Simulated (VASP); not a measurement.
# Al2H3Rh (Cmmm) in VASP: notebook

The runs below take Al2H3Rh through single point, with PBE.

Everything below comes from runs of VASP 6.6.1. Logs are shortened: lines on timing, memory, paths and dates and some standing lists are left out, and cuts for length are marked.

## Step 1: The cell of the first run

The structure is orthorhombic, space group Cmmm (No. 65). The conventional cell has a = 5.859 Å, b = 6.329 Å, c = 2.993 Å, α = 90.00°, β = 90.00°, γ = 90.00°. Al (site symmetry 2/m) has 6 H at 2.16 to 2.19 Å and 4 Rh at 2.62 Å and 4 Al at 2.93 to 2.99 Å within 3.0 Å. H (site symmetry 2mm) has 1 Rh at 1.65 Å and 2 H at 1.97 Å and 4 Al at 2.19 Å within 2.2 Å. H (site symmetry mmm) has 4 H at 1.97 Å and 4 Al at 2.16 Å within 2.6 Å. Within 2.2 Å of Rh (site symmetry mmm) lie 2 H at 1.65 Å.

The cell was generated, and may not be a known phase.

## Step 2: Single point, PBE

Input file INCAR:

```
PREC = Accurate
ENCUT = 520
EDIFF = 1E-6
ISMEAR = 0
SIGMA = 0.1
LREAL = F
LASPH = T
NELM = 100
ALGO = Normal
ISIF = 2
LWAVE = F
LCHARG = F
GGA = PE
NBANDS = 21
```

Input file KPOINTS:

```
Automatic mesh
0
Gamma
  4 4 6
```

Input file POSCAR:

```
Al2H3Rh
1.0
    3.1644993868     -2.9293266110      0.0000000000
    3.1644993868      2.9293266110      0.0000000000
    0.0000000000      0.0000000000      2.9928369019
Al H Rh
2 3 1
Direct
    0.0000000000      0.5000000000      0.5000000000
    0.5000000000      0.0000000000      0.5000000000
    0.2182826638      0.7817173362      0.0000000000
    0.7817173362      0.2182826638      0.0000000000
    0.0000000000      0.0000000000      0.5000000000
    0.5000000000      0.5000000000      0.0000000000
```

Potentials or basis: VASP PAW PBE potentials, release 64 (Al, H, Rh_pv).

Started as:

```bash
$ cat potpaw_PBE.64/Al/POTCAR potpaw_PBE.64/H/POTCAR potpaw_PBE.64/Rh_pv/POTCAR > POTCAR
$ mpirun -np 1 vasp_std > vasp.out
```

OUTCAR:

```text
PREC = Accurate
   ENCUT = 520
   EDIFF = 1E-6
   ISMEAR = 0
   LREAL = F
   LASPH = T
   NELM = 100
   ISIF = 2
   GGA = PE

 ion  position               nearest neighbor table
   1  0.000  0.500  0.500-   6 2.62   6 2.62   6 2.62   6 2.62   2 2.93   2 2.93   2 3.16   2 3.16

   2  0.500  0.000  0.500-   6 2.62   6 2.62   6 2.62   6 2.62   1 2.93   1 2.93   1 3.16   1 3.16

   3  0.218  0.782  0.000-   6 1.65
   4  0.782  0.218  0.000-   6 1.65
   5  0.000  0.000  0.500-
   6  0.500  0.500  0.000-   3 1.65   4 1.65   1 2.62   2 2.62   1 2.62   2 2.62   2 2.62   2 2.62
                             1 2.62   1 2.62

  LATTYP: Found a base centered orthorhombic cell.
 ALAT       =     5.8586532220
 B/A-ratio  =     1.0802821969
 C/A-ratio  =     0.5108404250

  Lattice vectors:

 A1 = (  -3.1644993868,  -2.9293266110,   0.0000000000)
 A2 = (   3.1644993868,  -2.9293266110,   0.0000000000)
 A3 = (   0.0000000000,   0.0000000000,   2.9928369019)

Analysis of symmetry for initial positions (statically):
=====================================================================
 Subroutine PRICEL returns:
 Original cell was already a primitive cell.

 Routine SETGRP: Setting up the symmetry group for a
 base centered orthorhombic supercell.

 Subroutine GETGRP returns: Found  8 space group operations
 (whereof  8 operations were pure point group operations)
 out of a pool of  8 trial point group operations.

The static configuration has the point symmetry D_2h.

Analysis of symmetry for dynamics (positions and initial velocities):
=====================================================================
 Subroutine PRICEL returns:
 Original cell was already a primitive cell.

 Routine SETGRP: Setting up the symmetry group for a
 base centered orthorhombic supercell.

 Subroutine GETGRP returns: Found  8 space group operations
 (whereof  8 operations were pure point group operations)
 out of a pool of  8 trial point group operations.

The dynamic configuration has the point symmetry D_2h.

 Subroutine INISYM returns: Found  8 space group operations
 (whereof  8 operations are pure point group operations),
 and found     1 'primitive' translations

----------------------------------------------------------------------------------------

                                     Primitive cell

  volume of cell :      55.4863

  direct lattice vectors                    reciprocal lattice vectors
[... 97 lines left out ...]
   EDIFFG = 0.1E-04   stopping-criterion for IOM
   NSW    =      0    number of steps for IOM
   IBRION =     -1    ionic relax: 0-MD 1-quasi-New 2-CG
   NFREE  =      0    steps in history (QN), initial steepest desc. (CG)
   ISIF   =      2    stress and relaxation
   ISYM   =      2    0-nonsym 1-usesym 2-fastsym
   POTIM  = 0.5000    time-step for ionic-motion
   TEBEG  =    0.0;   TEEND  =   0.0 temperature during run
   PSTRESS=    0.0 pullay stress
   NELECT =      24.0000    total number of electrons
   NUPDOWN=      -1.0000    fix difference up-down
   EMIN   =  10.00;   EMAX   =-10.00  energy-range for DOS
   EFERMI =   0.00;   METHOD = LEGACY
   ISMEAR =     0;   SIGMA  =   0.10  broadening in eV -4-tet -1-fermi 0-gaus
   EFERMI_NEDOS =   21; number of points for ismear=-14 and -15
   IALGO  =     38    algorithm
   IMIX   =      4    mixing-type and parameters
     AMIX     =   0.40;   BMIX     =  1.00
     AMIX_MAG =   1.60;   BMIX_MAG =  1.00
  volume/ion in A,a.u.               =       9.25        62.41
  Fermi-wavevector in a.u.,A,eV,Ry     =   1.238084  2.339639 20.855703  1.532851
  Thomas-Fermi vector in A             =   2.372624
   LORBIT       =      0    0 simple, 1 ext, 2 COOP (PROOUT), +10 PAW based schemes
   GGA     = PE    functional components
   LHFCALC =     F    Hartree Fock is set to
   AEXX    =    0.0000 exact exchange contribution
   IVDW    =     0    specifies the selected vdW correction
   LEPSILON=     F    determine dielectric tensor
   LRPA    =     F    only Hartree local field effects (RPA)
 non-spin polarized calculation
 Gauss-broadening in eV      SIGMA  =   0.10
  energy-cutoff  :      520.00
  volume of cell :       55.49
 maximum number of plane-waves:      1509
   NGX = 17   NGY = 17   NGZ = 11

 number of electron      24.0000000 magnetization

 Free energy of the ion-electron system (eV)
  ---------------------------------------------------
  ext. energy  EPLUGINS =         0.00000000
  ---------------------------------------------------
  free energy    TOTEN  =       -26.09359228 eV

  energy without entropy =      -26.09124036  energy(sigma->0) =      -26.09241632

 E-fermi :   8.5374     XC(G=0): -11.1369

 val. band max:        8.4419955652   @ k =  -0.2500   0.2500   0.5000
 cond. band min:       8.5685969249   @ k =   0.5000   0.5000   0.5000
 fundamental gap:      0.1266013597
 Fermi energy:         8.5373788716

 k-point     1 :       0.0000    0.0000    0.0000
  band No.  band energies     occupation
      1     -39.2023      2.00000
      2     -38.6147      2.00000
      3     -38.5815      2.00000
      4      -3.6810      2.00000
      5       2.1305      2.00000
      6       2.2094      2.00000
[... 565 lines left out ...]
     20      15.9214      0.00000
     21      17.6899      0.00000

 [... further k-points ...]

------------------------ aborting loop because EDIFF is reached ----------------------------------------

  FORCE on cell =-STRESS in cart. coord.  units (eV):
  Direction    XX          YY          ZZ          XY          YZ          ZX
  --------------------------------------------------------------------------------------
  -------------------------------------------------------------------------------------
  Total       -0.0756591     -0.0899159      0.0349381      0.0000000      0.0000000      0.0000000
  in kB       -2.1846711     -2.5963367      1.0088442      0.0000000      0.0000000      0.0000000
  external PRESSURE =      -1.2573879 kB  Pullay stress =       0.0000000 kB

 VOLUME and BASIS-vectors are now :
 -----------------------------------------------------------------------------
  energy-cutoff  :      520.00
  volume of cell :       55.49
      direct lattice vectors                 reciprocal lattice vectors
     3.164499387 -2.929326611  0.000000000     0.158002875 -0.170687693  0.000000000
     3.164499387  2.929326611  0.000000000     0.158002875  0.170687693  0.000000000
     0.000000000  0.000000000  2.992836902     0.000000000  0.000000000  0.334131138

 POSITION                                       TOTAL-FORCE (eV/Angst)
 -----------------------------------------------------------------------------------
      1.58225      1.46466      1.49642         0.000000      0.000000     -0.000000
      1.58225     -1.46466      1.49642         0.000000      0.000000     -0.000000
      3.16450      1.65048      0.00000         0.000000     -0.006640     -0.000000
      3.16450     -1.65048      0.00000         0.000000      0.006640      0.000000
      0.00000      0.00000      1.49642         0.000000      0.000000     -0.000000
      3.16450      0.00000      0.00000        -0.000000      0.000000     -0.000000
 -----------------------------------------------------------------------------------
    total drift:                               -0.000000     -0.000000     -0.000000

  FREE ENERGIE OF THE ION-ELECTRON SYSTEM (eV)
  ---------------------------------------------------
  free  energy   TOTEN  =       -26.0935922842 eV

  energy  without entropy=      -26.0912403601  energy(sigma->0) =      -26.09241632
```

It took 10 s on 1 thread of Intel Xeon 6975P-C (Granite Rapids), shared host; peak memory 0.18 GiB.

What came out:

```yaml
Free_energy: -26.0936 eV
Pressure: -0.1 GPa
Largest_force: 0.007 eV/Å
Band_gap_on_the_k_mesh: zero (bands 12 and 13 overlap by 0.19 eV)
```

Forces on the atoms (eV/Å):
```
Al   0.000  0.000  0.000
Al   0.000  0.000  0.000
H    0.000 -0.007  0.000
H    0.000  0.007  0.000
H    0.000  0.000  0.000
Rh   0.000  0.000  0.000
```

Levels at points of the mesh, in eV from the Fermi level:
```
           k point  band 9  band 10  band 11  band 12  band 13  band 14  band 15  band 16
(0.00, 0.00, 0.00)   -3.00    -2.87    -2.64    -2.56     1.32     3.02     4.57     4.73
(0.50, 0.00, 0.00)   -3.07    -2.90    -2.61    -2.12     0.98     3.08     3.76     5.97
(0.50, 0.50, 0.00)   -3.92    -3.10    -2.83    -2.69     3.98     5.32     6.66     6.82
(0.00, 0.00, 0.50)   -4.22    -3.87    -0.95    -0.61     1.36     2.36     2.93     3.05
(0.50, 0.00, 0.50)   -4.61    -3.48    -3.09    -0.19     0.85     1.51     3.74     3.77
(0.50, 0.50, 0.50)   -3.54    -2.93    -2.81    -2.78     0.03     0.71     1.15     1.87
```

Caveat: the k points lie up to 0.37 Å⁻¹ apart.

## Step 3: Single point, PBE

This run uses another cell than the first one, of 11.77 Å³/atom.

Input file INCAR:

```
SYSTEM = Al2H3Rh
PREC = Accurate
ENCUT = 520
EDIFF = 1E-6
ISMEAR = 0
SIGMA = 0.1
LREAL = .False.
LASPH = .True.
NELM = 80
ALGO = Normal
ISIF = 2
LWAVE = .False.
LCHARG = .False.
GGA = PE
NBANDS = 21
```

Input file KPOINTS:

```
Automatic mesh
0
Gamma
  4 4 6
  0 0 0
```

Input file POSCAR:

```
Al2H3Rh
1.0
    2.4357611100     -3.9661292600      0.0000000000
    2.4357611100      3.9661292600      0.0000000000
    0.0000000000      0.0000000000      3.6563197900
Al H Rh
2 3 1
Direct
    0.0000000000      0.5000000000      0.5000000000
    0.5000000000      0.0000000000      0.5000000000
    0.1558577600      0.8441422400      0.0000000000
    0.8441422400      0.1558577600      0.0000000000
    0.0000000000      0.0000000000      0.5000000000
    0.5000000000      0.5000000000      0.0000000000
```

Potentials or basis: VASP PAW PBE potentials, release 64 (Al, H, Rh_pv).

Started as:

```bash
$ cat potpaw_PBE.64/Al/POTCAR potpaw_PBE.64/H/POTCAR potpaw_PBE.64/Rh_pv/POTCAR > POTCAR
$ mpirun -np 1 vasp_std > vasp.out
```

OUTCAR:

```text
SYSTEM = Al2H3Rh
   PREC = Accurate
   ENCUT = 520
   EDIFF = 1E-6
   ISMEAR = 0
   LREAL = .False.
   LASPH = .True.
   NELM = 80
   ISIF = 2
   GGA = PE

 ion  position               nearest neighbor table
   1  0.000  0.500  0.500-   2 2.44   2 2.44   6 2.96   6 2.96   6 2.96   6 2.96
   2  0.500  0.000  0.500-   1 2.44   1 2.44   6 2.96   6 2.96   6 2.96   6 2.96
   3  0.156  0.844  0.000-
   4  0.844  0.156  0.000-
   5  0.000  0.000  0.500-
   6  0.500  0.500  0.000-   1 2.96   2 2.96   1 2.96   2 2.96   2 2.96   2 2.96   1 2.96   1 2.96

  LATTYP: Found a base centered orthorhombic cell.
 ALAT       =     4.8715222200
 B/A-ratio  =     1.6282915610
 C/A-ratio  =     0.7505497512

  Lattice vectors:

 A1 = (   2.4357611100,  -3.9661292600,   0.0000000000)
 A2 = (   2.4357611100,   3.9661292600,   0.0000000000)
 A3 = (   0.0000000000,   0.0000000000,   3.6563197900)

Analysis of symmetry for initial positions (statically):
=====================================================================
 Subroutine PRICEL returns:
 Original cell was already a primitive cell.

 Routine SETGRP: Setting up the symmetry group for a
 base centered orthorhombic supercell.

 Subroutine GETGRP returns: Found  8 space group operations
 (whereof  8 operations were pure point group operations)
 out of a pool of  8 trial point group operations.

The static configuration has the point symmetry D_2h.

Analysis of symmetry for dynamics (positions and initial velocities):
=====================================================================
 Subroutine PRICEL returns:
 Original cell was already a primitive cell.

 Routine SETGRP: Setting up the symmetry group for a
 base centered orthorhombic supercell.

 Subroutine GETGRP returns: Found  8 space group operations
 (whereof  8 operations were pure point group operations)
 out of a pool of  8 trial point group operations.

[... 130 lines left out ...]
  Fermi-wavevector in a.u.,A,eV,Ry     =   1.142317  2.158666 17.754083  1.304888
  Thomas-Fermi vector in A             =   2.279015
   LORBIT       =      0    0 simple, 1 ext, 2 COOP (PROOUT), +10 PAW based schemes
   GGA     = PE    functional components
   LHFCALC =     F    Hartree Fock is set to
   AEXX    =    0.0000 exact exchange contribution
   IVDW    =     0    specifies the selected vdW correction
   LEPSILON=     F    determine dielectric tensor
   LRPA    =     F    only Hartree local field effects (RPA)
 non-spin polarized calculation
 Gauss-broadening in eV      SIGMA  =   0.10
  energy-cutoff  :      520.00
  volume of cell :       70.64
 maximum number of plane-waves:      1934
 NGX is ok and might be reduce to    36
   NGX = 17   NGY = 17   NGZ = 13

 number of electron      24.0000004 magnetization

 Free energy of the ion-electron system (eV)
  ---------------------------------------------------
  ext. energy  EPLUGINS =         0.00000000
  ---------------------------------------------------
  free energy    TOTEN  =       -20.70901357 eV

  energy without entropy =      -20.69205857  energy(sigma->0) =      -20.70053607

 E-fermi :   5.1624     XC(G=0): -10.1879

 val. band max:        5.1603406606   @ k =   0.5000   0.0000   0.0000
 cond. band min:       5.1969266763   @ k =   0.5000   0.5000   0.5000
 fundamental gap:      0.0365860157
 Fermi energy:         5.1624367270

 k-point     1 :       0.0000    0.0000    0.0000
  band No.  band energies     occupation
      1     -40.2014      2.00000
      2     -40.1855      2.00000
      3     -39.9969      2.00000
      4      -4.6244      2.00000
      5       1.1194      2.00000
      6       2.4234      2.00000
[... 565 lines left out ...]
     20      12.8589      0.00000
     21      14.5019      0.00000

 [... further k-points ...]

------------------------ aborting loop because EDIFF is reached ----------------------------------------

  FORCE on cell =-STRESS in cart. coord.  units (eV):
  Direction    XX          YY          ZZ          XY          YZ          ZX
  --------------------------------------------------------------------------------------
  -------------------------------------------------------------------------------------
  Total        2.1140581    -10.0105929    -10.6739825      0.0000000      0.0000000      0.0000000
  in kB       47.9459333   -227.0359635   -242.0813556      0.0000000      0.0000000      0.0000000
  external PRESSURE =    -140.3904619 kB  Pullay stress =       0.0000000 kB

 VOLUME and BASIS-vectors are now :
 -----------------------------------------------------------------------------
  energy-cutoff  :      520.00
  volume of cell :       70.64
      direct lattice vectors                 reciprocal lattice vectors
     2.435761110 -3.966129260  0.000000000     0.205274646 -0.126067500  0.000000000
     2.435761110  3.966129260  0.000000000     0.205274646  0.126067500  0.000000000
     0.000000000  0.000000000  3.656319790     0.000000000  0.000000000  0.273499053

 POSITION                                       TOTAL-FORCE (eV/Angst)
 -----------------------------------------------------------------------------------
      1.21788      1.98306      1.82816         0.000000      0.000000      0.000000
      1.21788     -1.98306      1.82816         0.000000      0.000000      0.000000
      2.43576      2.72983      0.00000         0.000000     -0.321422     -0.000000
      2.43576     -2.72983      0.00000         0.000000      0.321422      0.000000
      0.00000      0.00000      1.82816         0.000000      0.000000      0.000000
      2.43576      0.00000      0.00000        -0.000000     -0.000000      0.000000
 -----------------------------------------------------------------------------------
    total drift:                                0.000000      0.000000      0.000000

  FREE ENERGIE OF THE ION-ELECTRON SYSTEM (eV)
  ---------------------------------------------------
  free  energy   TOTEN  =       -20.7090135744 eV

  energy  without entropy=      -20.6920585738  energy(sigma->0) =      -20.70053607
```

stdout:

```text
POSCAR found type information on POSCAR AlH Rh
 POSCAR found :  3 types and       6 ions
 scaLAPACK will be used
 LDA part: xc-table for (Slater+PW92), standard interpolation
 POSCAR, INCAR and KPOINTS ok, starting setup
 FFT: planning ... GRIDC
 FFT: planning ... GRID_SOFT
 FFT: planning ... GRID
 WAVECAR not read
 entering main loop
```

Run time: 15 s. Hardware: 1 thread of Intel Xeon 6975P-C (Granite Rapids), shared host; peak memory 0.2 GiB.

Results:

* Free energy: -20.7090 eV
* Pressure: -14.0 GPa
* Largest force: 0.321 eV/Å
* Band gap on the k mesh: zero (bands 12 and 13 overlap by 1.24 eV)

Forces in eV/Å, atoms in the order of the input:
```
Al   0.000  0.000  0.000
Al   0.000  0.000  0.000
H    0.000 -0.321  0.000
H    0.000  0.321  0.000
H    0.000  0.000  0.000
Rh   0.000  0.000  0.000
```

Levels at points of the mesh, in eV from the Fermi level:
```
           k point  band 9  band 10  band 11  band 12  band 13  band 14  band 15  band 16
(0.00, 0.00, 0.00)   -1.35    -0.88    -0.31     0.20     1.49     1.65     1.72     2.33
(0.50, 0.00, 0.00)   -1.31    -1.00    -1.00     0.00     0.60     3.23     3.45     4.38
(0.50, 0.50, 0.00)   -1.34    -1.30    -0.96    -0.13     1.06     1.25     4.07     5.86
(0.00, 0.00, 0.50)   -1.86    -1.29    -0.58    -0.29    -0.23     1.96     4.08     4.28
(0.50, 0.00, 0.50)   -1.12    -0.75    -0.62    -0.04     0.58     1.28     1.52     2.39
(0.50, 0.50, 0.50)   -1.87    -1.12    -1.09    -0.34     0.03     1.31     1.36     2.70
```

Caveat: the k points lie up to 0.38 Å⁻¹ apart, too coarse for converged energies and pressures of a metal.

The gap in the log of VASP goes by the Fermi energy; the results here count the filled bands.